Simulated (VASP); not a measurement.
BeC2: single point with r2SCAN

BeC2:

```xyz
6
Lattice="2.4219 0.0000 0.0000 -1.2109 2.0974 0.0000 0.0000 0.0000 12.9899" Properties=species:S:1:pos:R:3 pbc="T T T"
Be    0.0000    1.3983    3.2475
Be    1.2109    0.6991    9.7424
C     0.0000    1.3983    6.4953
C     1.2109    0.6991    0.0003
C     0.0000    1.3983   12.9896
C     1.2109    0.6991    6.4946
```

| Quantity | Value |
| --- | --- |
| Program | VASP 6.6.1 |
| Task | single point |
| Functional | r2SCAN |
| Potentials or basis | VASP PAW PBE potentials, release 64 (Be, C) |
| Cutoff | 520 eV |
| k mesh | 12 × 12 × 2 |
| Occupations | gaussian, width 0.1 eV |
| Spin | no spin polarisation |
| Dipole correction | no |
| Further INCAR settings | ALGO = Normal; EDIFF = 1e-06; NBANDS = 19 |

- Pressure: 0.6 GPa
- Largest force: 0.005 eV/Å
- Band gap on the k mesh: zero (bands 10 and 11 overlap by 1.26 eV)

Forces on the atoms (eV/Å):
```
Be   0.000  0.000  0.000
Be   0.000  0.000  0.000
C    0.000  0.000  0.005
C    0.000  0.000  0.005
C    0.000  0.000 -0.005
C    0.000  0.000 -0.005
```

Stress tensor (GPa, compression positive):
```
0.73 0.00 0.00
0.00 0.73 0.00
0.00 0.00 0.19
```

Levels at points of the mesh, in eV from the Fermi level:
```csv
k point,band 8,band 9,band 10,band 11,band 12,band 13
"(0.00, 0.00, 0.00)",-3.63,-3.63,-3.63,-1.11,0.10,6.36
"(0.50, 0.00, 0.00)",-3.17,-1.35,-1.14,1.15,1.36,3.21
"(0.00, 0.00, 0.50)",-3.63,-3.63,-3.63,-0.54,-0.54,7.67
"(0.50, 0.00, 0.50)",-3.20,-1.25,-1.25,1.27,1.27,3.20
```

Wall time 4.3 min on 1 thread of Intel Xeon 8259CL, with other jobs on the host, peak memory 0.19 GiB.

Caveat: the PAW data sets were made with another functional, which shifts forces and pressure a little.
